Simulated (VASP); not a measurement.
Pt: single point with r2SCAN

The system is Pt.

```
CELL_PARAMETERS angstrom
-1.57091 1.57091 1.57091
1.57091 -1.57091 1.57091
1.57091 1.57091 -1.57091
ATOMIC_POSITIONS crystal
Pt 0.00000 0.00000 0.00000
```

```
Program             : VASP 6.6.1
Task                : single point
Functional          : r2SCAN
Potentials or basis : VASP PAW PBE potentials, release 64 (Pt)
Cutoff              : 520 eV
k mesh              : 13 × 13 × 13
Occupations         : fermi-dirac, width 0.1 eV
Spin                : no spin polarisation
```

| Quantity | Value |
| --- | --- |
| Pressure | 0.4 GPa |
| Band gap on the k mesh | zero (band 5 reaches 11.29 eV, above the bottom of band 6 at 8.99 eV) |

Levels at points of the mesh, in eV from the Fermi level:
```
           k point  band 3  band 4  band 5  band 6  band 7  band 8
(0.00, 0.00, 0.00)   -3.77   -3.77   -1.20   -1.20   18.02   18.02
```

Run time: 18 s on 1 thread of Intel(R) Xeon(R) 6975P-C (Granite Rapids) (shared host), peak memory 0.13 GiB.

Caveat: the PAW data sets were made with another functional, which shifts forces and pressure a little; spin-orbit coupling is left out, which moves the levels of the heavy elements.
